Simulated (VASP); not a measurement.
# Li (R-3m) in VASP: notebook

Li is run at these levels: PBEsol; tasks: single point.

Everything below comes from runs of VASP 6.6.1. Logs are shortened: lines on timing, memory, paths and dates and some standing lists are left out, and cuts for length are marked.

**1. The cell of the first run**

Symmetry: R-3m, No. 166, trigonal system. The conventional cell has a = 3.101 Å, b = 3.101 Å, c = 22.310 Å, α = 90.00°, β = 90.00°, γ = 120.00°. Within 4.0 Å of Li (site symmetry -3m) lie 12 Li at 3.06 to 3.10 Å. Li (site symmetry 3m) has 12 Li at 3.05 to 3.10 Å within 4.0 Å.

**2. Single point, PBEsol (zz strain of -2 %)**

Contents of INCAR:

```
SYSTEM = Li
PREC = Accurate
ENCUT = 520
EDIFF = 1E-6
ISMEAR = -1
SIGMA = 0.05
LREAL = .FALSE.
LASPH = .TRUE.
NELM = 100
ALGO = Normal
ISIF = 2
LWAVE = .FALSE.
LCHARG = .FALSE.
GGA = PS
NBANDS = 12
```

Contents of KPOINTS:

```
Automatic mesh
0
G
  12 12 12
  0 0 0
```

Contents of POSCAR:

```
Li
1.0
    1.5504989657      0.8951809952      7.4365340000
   -1.5504989657      0.8951809952      7.4365340000
    0.0000000000     -1.7903619905      7.4365340000
Li
3
Direct
    0.0000000000      0.0000000000      0.0000000000
    0.2220000000      0.2220000000      0.2220000000
    0.7780000000      0.7780000000      0.7780000000
```

Potentials or basis: VASP PAW PBE potentials, release 64 (Li_sv).

On the command line:

```console
cat potpaw_PBE.64/Li_sv/POTCAR > POTCAR
mpirun -np 1 vasp_std > vasp.out
```

OUTCAR:

```text
SYSTEM = Li
   PREC = Accurate
   ENCUT = 520
   EDIFF = 1E-6
   ISMEAR = -1
   LREAL = .FALSE.
   LASPH = .TRUE.
   NELM = 100
   ISIF = 2
   GGA = PS

 ion  position               nearest neighbor table
   1  0.000  0.000  0.000-
   2  0.222  0.222  0.222-
   3  0.778  0.778  0.778-

  LATTYP: Found a trigonal (rhomboedric) cell.
 ALAT       =     7.6490152301
 COS(alpha) =     0.9178208006

  Lattice vectors:

 A1 = (   1.5504989657,   0.8951809952,   7.4365340000)
 A2 = (  -1.5504989657,   0.8951809952,   7.4365340000)
 A3 = (   0.0000000000,  -1.7903619905,   7.4365340000)

Analysis of symmetry for initial positions (statically):
=====================================================================
 Subroutine PRICEL returns:
 Original cell was already a primitive cell.

 Routine SETGRP: Setting up the symmetry group for a
 trigonal (rhombohedral) supercell.

 Subroutine GETGRP returns: Found 12 space group operations
 (whereof 12 operations were pure point group operations)
 out of a pool of 12 trial point group operations.

The static configuration has the point symmetry D_3d.

Analysis of symmetry for dynamics (positions and initial velocities):
=====================================================================
 Subroutine PRICEL returns:
 Original cell was already a primitive cell.

 Routine SETGRP: Setting up the symmetry group for a
 trigonal (rhombohedral) supercell.

 Subroutine GETGRP returns: Found 12 space group operations
 (whereof 12 operations were pure point group operations)
 out of a pool of 12 trial point group operations.

The dynamic configuration has the point symmetry D_3d.

 Subroutine INISYM returns: Found 12 space group operations
 (whereof 12 operations are pure point group operations),
 and found     1 'primitive' translations

----------------------------------------------------------------------------------------

                                     Primitive cell

  volume of cell :      61.9304

  direct lattice vectors                    reciprocal lattice vectors
     1.550498966  0.895180995  7.436534000     0.322476836  0.186182088  0.044823749
    -1.550498966  0.895180995  7.436534000    -0.322476836  0.186182088  0.044823749
     0.000000000 -1.790361990  7.436534000     0.000000000 -0.372364176  0.044823749

  length of vectors
     7.649015230  7.649015230  7.649015230     0.375052327  0.375052327  0.375052327

  position of ions in fractional coordinates (direct lattice)
     0.000000000  0.000000000  0.000000000
     0.222000000  0.222000000  0.222000000
     0.778000000  0.778000000  0.778000000

  ion indices of the primitive-cell ions
   primitive index   ion index
                 1           1
                 2           2
                 3           3

----------------------------------------------------------------------------------------

 KPOINTS: Automatic mesh

Automatic generation of k-mesh.
 Grid dimensions read from file:
 generate k-points for:   12   12   12

 Generating k-lattice:

  Cartesian coordinates                     Fractional coordinates (reciprocal lattice)
     0.026873070  0.015515174  0.003735312     0.083333333 -0.000000000  0.000000000
    -0.026873070  0.015515174  0.003735312    -0.000000000  0.083333333  0.000000000
     0.000000000 -0.031030348  0.003735312     0.000000000  0.000000000  0.083333333

  Length of vectors
     0.031254361  0.031254361  0.031254361

  Shift w.r.t. Gamma in fractional coordinates (k-lattice)
     0.000000000  0.000000000  0.000000000

 Subroutine IBZKPT returns following result:
 ===========================================

 Found    189 irreducible k-points:

 Following reciprocal coordinates:
            Coordinates               Weight
  0.000000  0.000000  0.000000      1.000000
  0.083333 -0.000000  0.000000      6.000000
  0.166667 -0.000000  0.000000      6.000000
  0.250000 -0.000000  0.000000      6.000000
  0.333333  0.000000  0.000000      6.000000
  0.416667 -0.000000  0.000000      6.000000
[... 16 lines left out ...]
  0.500000  0.166667  0.000000     12.000000
 -0.416667  0.166667 -0.000000     12.000000
 [... further k-points ...]
   k-points           NKPTS =    189   k-points in BZ     NKDIM =    189   number of bands    NBANDS=     12
   number of dos      NEDOS =    301   number of ions     NIONS =      3
   total plane-waves  NPLWV = 216000
   dimension x,y,z NGX =    60 NGY =   60 NGZ =   60
   dimension x,y,z NGXF=   120 NGYF=  120 NGZF=  120
   ions per type =               3
   NGX,Y,Z   is equivalent  to a cutoff of  13.04, 13.04, 13.04 a.u.
   NGXF,Y,Z  is equivalent  to a cutoff of  26.08, 26.08, 26.08 a.u.
 SYSTEM =  Li
   PREC   = accura    normal or accurate (medium, high low for compatibility)
   ISTART =      0    job   : 0-new  1-cont  2-samecut
   ICHARG =      2    charge: 1-file 2-atom 10-const
   ISPIN  =      1    spin polarized calculation?
   LNONCOLLINEAR =      F non collinear calculations
   LSORBIT =      F    spin-orbit coupling
   LASPH  =      T    aspherical Exc in radial PAW
   ENCUT  =  520.0 eV  38.22 Ry    6.18 a.u.  14.22 14.22 14.22*2*pi/ulx,y,z
   NELM   =    100;   NELMIN=  2; NELMDL= -5     # of ELM steps
   EDIFF  = 0.1E-05   stopping-criterion for ELM
   LREAL  =      F    real-space projection
   EDIFFG = 0.1E-04   stopping-criterion for IOM
   NSW    =      0    number of steps for IOM
   IBRION =     -1    ionic relax: 0-MD 1-quasi-New 2-CG
   NFREE  =      0    steps in history (QN), initial steepest desc. (CG)
   ISIF   =      2    stress and relaxation
   ISYM   =      2    0-nonsym 1-usesym 2-fastsym
   POTIM  = 0.5000    time-step for ionic-motion
   TEBEG  =    0.0;   TEEND  =   0.0 temperature during run
   PSTRESS=    0.0 pullay stress
   NELECT =       9.0000    total number of electrons
   NUPDOWN=      -1.0000    fix difference up-down
   EMIN   =  10.00;   EMAX   =-10.00  energy-range for DOS
   EFERMI =   0.00;   METHOD = LEGACY
   ISMEAR =    -1;   SIGMA  =   0.05  broadening in eV -4-tet -1-fermi 0-gaus
   EFERMI_NEDOS =   21; number of points for ismear=-14 and -15
   IALGO  =     38    algorithm
   IMIX   =      4    mixing-type and parameters
     AMIX     =   0.40;   BMIX     =  1.00
     AMIX_MAG =   1.60;   BMIX_MAG =  1.00
  volume/ion in A,a.u.               =      20.64       139.31
  Fermi-wavevector in a.u.,A,eV,Ry     =   0.860705  1.626496 10.079372  0.740813
  Thomas-Fermi vector in A             =   1.978249
   LORBIT       =      0    0 simple, 1 ext, 2 COOP (PROOUT), +10 PAW based schemes
   GGA     = PS    functional components
   LHFCALC =     F    Hartree Fock is set to
   AEXX    =    0.0000 exact exchange contribution
   IVDW    =     0    specifies the selected vdW correction
   LEPSILON=     F    determine dielectric tensor
   LRPA    =     F    only Hartree local field effects (RPA)
 non-spin polarized calculation
  energy-cutoff  :      520.00
  volume of cell :       61.93
 maximum number of plane-waves:      1684
 NGX is ok and might be reduce to    60
   NGX = 29   NGY = 29   NGZ = 29

 number of electron       9.0000005 magnetization

 Free energy of the ion-electron system (eV)
  ---------------------------------------------------
  ext. energy  EPLUGINS =         0.00000000
  ---------------------------------------------------
  free energy    TOTEN  =        -5.91083434 eV

  energy without entropy =       -5.90062133  energy(sigma->0) =       -5.90572784

 E-fermi :   0.5561     XC(G=0):  -6.9732

 val. band max:        0.5491383893   @ k =  -0.2500   0.3333   0.2500
 cond. band min:       0.5619124149   @ k =  -0.1667   0.1667   0.1667
 fundamental gap:      0.0127740256
 Fermi energy:         0.5560629610

 k-point     1 :       0.0000    0.0000    0.0000
  band No.  band energies     occupation
      1     -45.3700      2.00000
      2     -45.3557      2.00000
      3     -45.3504      2.00000
      4      -2.9546      2.00000
      5      -0.9521      2.00000
      6      -0.9516      2.00000
      7       6.4434      0.00000
      8       6.4690      0.00000
      9      13.0127      0.00000
     10      13.0127      0.00000
     11      13.1637      0.00000
     12      13.1637      0.00000

 k-point     2 :       0.0833   -0.0000    0.0000
  band No.  band energies     occupation
      1     -45.3691      2.00000
      2     -45.3551      2.00000
      3     -45.3497      2.00000
      4      -2.8451      2.00000
      5      -0.9435      2.00000
      6      -0.7277      2.00000
      7       6.2739      0.00000
      8       6.7580      0.00000
      9      11.7696      0.00000
     10      12.2288      0.00000
     11      12.5593      0.00000
     12      12.7123      0.00000

 k-point     3 :       0.1667   -0.0000    0.0000
  band No.  band energies     occupation
      1     -45.3665      2.00000
      2     -45.3535      2.00000
      3     -45.3481      2.00000
      4      -2.5162      2.00000
      5      -0.7091      2.00000
      6      -0.2699      2.00000
      7       6.1612      0.00000
      8       7.1556      0.00000
      9       9.7734      0.00000
     10      10.7545      0.00000
     11      11.2124      0.00000
     12      11.7048      0.00000

 k-point     4 :       0.2500   -0.0000    0.0000
  band No.  band energies     occupation
      1     -45.3628      2.00000
      2     -45.3511      2.00000
      3     -45.3460      2.00000
      4      -1.9681      2.00000
      5      -0.2600      2.00000
      6       0.4109      1.89592
      7       5.8367      0.00000
      8       7.2424      0.00000
      9       8.3449      0.00000
     10       9.0488      0.00000
     11      10.3675      0.00000
     12      10.7402      0.00000

 k-point     5 :       0.3333    0.0000    0.0000
  band No.  band energies     occupation
      1     -45.3591      2.00000
      2     -45.3485      2.00000
      3     -45.3442      2.00000
      4      -1.2068      2.00000
      5       0.3755      1.94741
      6       1.2527      0.00000
      7       4.7681      0.00000
      8       6.1642      0.00000
      9       7.9141      0.00000
     10       8.2324      0.00000
     11       9.5547      0.00000
     12       9.7641      0.00000
[... 228 lines left out ...]
      1     -45.3608      2.00000
      2     -45.3502      2.00000
      3     -45.3448      2.00000
      4      -1.5973      2.00000
      5      -0.2302      2.00000
      6       1.1202      0.00003
      7       5.5945      0.00000
      8       7.2042      0.00000
      9       7.5469      0.00000
     10       8.2430      0.00000
     11       8.9252      0.00000
     12      10.2815      0.00000

 k-point    22 :       0.4167    0.1667    0.0000
  band No.  band energies     occupation
      1     -45.3577      2.00000
      2     -45.3478      2.00000
      3     -45.3434      2.00000
      4      -0.8205      2.00000
      5       0.4214      1.87329
      6       1.9769      0.00000
      7       4.8675      0.00000
      8       6.3047      0.00000
      9       6.4455      0.00000
     10       7.2129      0.00000
     11       8.1563      0.00000
     12       9.4466      0.00000

 k-point    23 :       0.5000    0.1667    0.0000
  band No.  band energies     occupation
      1     -45.3553      2.00000
      2     -45.3457      2.00000
      3     -45.3427      2.00000
      4       0.1409      1.99950
      5       1.2161      0.00000
      6       2.4456      0.00000
      7       4.0531      0.00000
      8       5.0775      0.00000
      9       5.7212      0.00000
     10       6.6009      0.00000
     11       7.6255      0.00000
     12       9.1497      0.00000

 k-point    24 :      -0.4167    0.1667   -0.0000
  band No.  band energies     occupation
      1     -45.3545      2.00000
      2     -45.3447      2.00000
      3     -45.3426      2.00000
      4       0.8958      0.00224
      5       1.6919      0.00000
      6       2.0001      0.00000
      7       4.1477      0.00000
      8       4.4164      0.00000
      9       5.0231      0.00000
     10       6.8572      0.00000
     11       7.3831      0.00000
     12       9.2252      0.00000

 [... further k-points ...]

------------------------ aborting loop because EDIFF is reached ----------------------------------------

  FORCE on cell =-STRESS in cart. coord.  units (eV):
  Direction    XX          YY          ZZ          XY          YZ          ZX
  --------------------------------------------------------------------------------------
  -------------------------------------------------------------------------------------
  Total       -0.1698390     -0.1698390     -0.0888056      0.0000000      0.0000000      0.0000000
  in kB       -4.3938352     -4.3938352     -2.2974532      0.0000000      0.0000000      0.0000000
  external PRESSURE =      -3.6950412 kB  Pullay stress =       0.0000000 kB

 VOLUME and BASIS-vectors are now :
 -----------------------------------------------------------------------------
  energy-cutoff  :      520.00
  volume of cell :       61.93
      direct lattice vectors                 reciprocal lattice vectors
     1.550498966  0.895180995  7.436534000     0.322476836  0.186182088  0.044823749
    -1.550498966  0.895180995  7.436534000    -0.322476836  0.186182088  0.044823749
     0.000000000 -1.790361990  7.436534000     0.000000000 -0.372364176  0.044823749

 POSITION                                       TOTAL-FORCE (eV/Angst)
 -----------------------------------------------------------------------------------
      0.00000      0.00000      0.00000         0.000000      0.000000     -0.000000
      0.00000     -0.00000      4.95273         0.000000     -0.000000      0.009716
      0.00000     -0.00000     17.35687         0.000000      0.000000     -0.009716
 -----------------------------------------------------------------------------------
    total drift:                               -0.000000     -0.000000      0.000000

  FREE ENERGIE OF THE ION-ELECTRON SYSTEM (eV)
  ---------------------------------------------------
  free  energy   TOTEN  =        -5.9108343416 eV

  energy  without entropy=       -5.9006213296  energy(sigma->0) =       -5.90572784
```

Run time: 7.6 min. Hardware: 1 thread of Intel Xeon Platinum 8259CL at 2.50GHz (Skylake/Cascade Lake), shared host; peak memory 0.5 GiB.

What came out:

```yaml
Free_energy: -5.9108 eV
Largest_force: 0.010 eV/Å
Band_gap_on_the_k_mesh: zero (an odd number of electrons rules out a gap without spin polarisation)
```

Forces in eV/Å, atoms in the order of the input:
```
Li   0.000  0.000  0.000
Li   0.000  0.000  0.010
Li   0.000  0.000 -0.010
```

Caveat: the cell differs from its parent crystal (zz strain of -2 %); the cutoff is under 1.25 times the usual one of these potentials, so pressure, stress and relaxed cells hold a basis-set (Pulay) error; the PAW data sets were made with another functional, which shifts forces and pressure a little.

**3. Single point, PBEsol (zz strain of +1 %)**

Contents of INCAR:

```
PREC = Accurate ; ENCUT = 520
EDIFF = 1E-6 ; ISMEAR = -1
SIGMA = 0.05 ; LREAL = False
LASPH = True ; NELM = 80
ALGO = Normal ; ISIF = 2
LWAVE = False ; LCHARG = False
GGA = PS ; NBANDS = 12
```

Contents of KPOINTS:

```
regular mesh
0
Gamma
  12 12 12
```

Contents of POSCAR:

```
Li
1.0
    1.5504989657      0.8951809952      7.6641830000
   -1.5504989657      0.8951809952      7.6641830000
    0.0000000000     -1.7903619905      7.6641830000
Li
3
Direct
    0.0000000000      0.0000000000      0.0000000000
    0.2220000000      0.2220000000      0.2220000000
    0.7780000000      0.7780000000      0.7780000000
```

Potentials or basis: VASP PAW PBE potentials, release 64 (Li_sv).

On the command line:

```console
cat potpaw_PBE.64/Li_sv/POTCAR > POTCAR
mpirun -np 1 vasp_std > vasp.out
```

It took 6.9 min on 1 thread of Intel Xeon Platinum 8259CL at 2.50GHz (Skylake/Cascade Lake), shared host; peak memory 0.5 GiB.

The run converged. Its results:

| Item | Value |
| --- | --- |
| Free energy | -5.9045 eV |
| Largest force | 0.009 eV/Å |
| Band gap on the k mesh | zero (an odd number of electrons rules out a gap without spin polarisation) |

Forces in eV/Å, atoms in the order of the input:
```
Li   0.000  0.000  0.000
Li   0.000  0.000  0.009
Li   0.000  0.000 -0.009
```

Levels at points of the mesh, in eV from the Fermi level:
```
           k point  band 1  band 2  band 3  band 4  band 5  band 6  band 7  band 8  band 9  band 10
(0.00, 0.00, 0.00)  -45.98  -45.97  -45.96   -3.47   -1.57   -1.57    5.39    5.42   12.53    12.53
(0.50, 0.00, 0.00)  -45.96  -45.96  -45.95   -0.01    0.83    1.05    3.62    3.75    4.35     8.12
(0.50, 0.50, 0.00)  -45.96  -45.96  -45.95    0.27    0.36    1.16    3.13    4.30    5.35     6.52
(0.50, 0.50, 0.50)  -45.98  -45.97  -45.96   -2.99   -2.99   -0.02    2.73   10.02   10.06    12.23
```

Caveat: the cell differs from its parent crystal (zz strain of +1 %); the cutoff is under 1.25 times the usual one of these potentials, so pressure, stress and relaxed cells hold a basis-set (Pulay) error; the PAW data sets were made with another functional, which shifts forces and pressure a little.

The gap in the log of VASP goes by the Fermi energy; the results here count the filled bands.